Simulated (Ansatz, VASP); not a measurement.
**One calculation of HfBi2I6, two programs**

File INCAR:

```
SYSTEM = HfBi2I6
ALGO = Normal
EDIFF = 1E-6
ENCUT = 520
GGA = PE
ISIF = 2
ISMEAR = 0
LASPH = .TRUE.
LCHARG = .FALSE.
LREAL = .FALSE.
LWAVE = .FALSE.
NBANDS = 51
NELM = 60
PREC = Accurate
SIGMA = 0.2843
```

File KPOINTS:

```
k-points
0
G
  5 5 5
  0 0 0
```

Contents of POSCAR:

```
HfBi2I6
1.0
    0.0000000000      5.7008780000      5.7008780000
    5.7008780000      0.0000000000      5.7008780000
    5.7008780000      5.7008780000      0.0000000000
I Hf Bi
6 1 2
Direct
    0.7563000000      0.2437000000      0.2437000000
    0.2437000000      0.7563000000      0.2437000000
    0.2437000000      0.7563000000      0.7563000000
    0.7563000000      0.2437000000      0.7563000000
    0.2437000000      0.2437000000      0.7563000000
    0.7563000000      0.7563000000      0.2437000000
    0.0000000000      0.0000000000      0.0000000000
    0.2500000000      0.2500000000      0.2500000000
    0.7500000000      0.7500000000      0.7500000000
```

Input for Ansatz:

```yaml
crystal:
  lattice:
    - [0.0, 5.700878, 5.700878]
    - [5.700878, 0.0, 5.700878]
    - [5.700878, 5.700878, 0.0]
  atoms:
    - { symbol: I, position: [0.7563, 0.2437, 0.2437] }
    - { symbol: I, position: [0.2437, 0.7563, 0.2437] }
    - { symbol: I, position: [0.2437, 0.7563, 0.7563] }
    - { symbol: I, position: [0.7563, 0.2437, 0.7563] }
    - { symbol: I, position: [0.2437, 0.2437, 0.7563] }
    - { symbol: I, position: [0.7563, 0.7563, 0.2437] }
    - { symbol: Hf, position: [0.0, 0.0, 0.0] }
    - { symbol: Bi, position: [0.25, 0.25, 0.25] }
    - { symbol: Bi, position: [0.75, 0.75, 0.75] }
  symmetry: { tolerance: 0.0003 }
kpoints:
  mp_grid: { grid: [5, 5, 5], shift: [0, 0, 0] }
  band_path:
    path:
      - [0.0, 0.0, 0.0]
      - [0.5, 0.0, 0.5]
      - [0.625, 0.25, 0.625]
      - [0.375, 0.375, 0.75]
      - [0.0, 0.0, 0.0]
      - [0.5, 0.5, 0.5]
      - [0.5, 0.25, 0.75]
      - [0.5, 0.0, 0.5]
    npoints: 8
magnetization:
  spin_polarized: false
scf:
  occupations: { method: gaussian, width: 0.2843 }
  lower_state_search: "off"
  max_iter: 200
hamiltonian:
  pseudopotentials: { kind: paw }
  xc: pbe
basis:
  ecutwfc: 420
  fft_grid_basis: typed
output:
  forces: true
  stress: true
  eigenvalues: true
  bader: true
  populations: true
  elf: true
  write_potential: true
  volumetric_format: npy
  dos:
    e_range: [-12, 8]
    de: 0.05
    projected: { site_lists: { Bi: [Bi], Hf: [Hf], I: [I] } }
checkpoint:
  read: saved_state
```

Alike in both runs: task single point; functional PBE; k mesh 5 × 5 × 5; occupations gaussian, width 0.2843 eV; no spin polarisation.

|  | VASP | Ansatz |
| --- | --- | --- |
| version | VASP 6.6.1 | Ansatz 0.2.0 |
| potentials or method | VASP PAW PBE potentials, release 64 (I, Hf_pv, Bi_d), cutoff 520 eV | PAW plane waves |
| valence electrons in the cell | 82 | 158 |

```tsv
	VASP	Ansatz	Ansatz less VASP
pressure (GPa)	-0.1	0.0	+0.09
rms of the force components (eV/Å)	0.290	0.306	+0.0156
```

Atom by atom the forces differ by 0.016 eV/Å (rms over components). VASP's potentials hold 82 valence electrons a cell and Ansatz's 158, so a difference there can come from the potentials and not from the codes.

Spin-orbit coupling is off throughout.
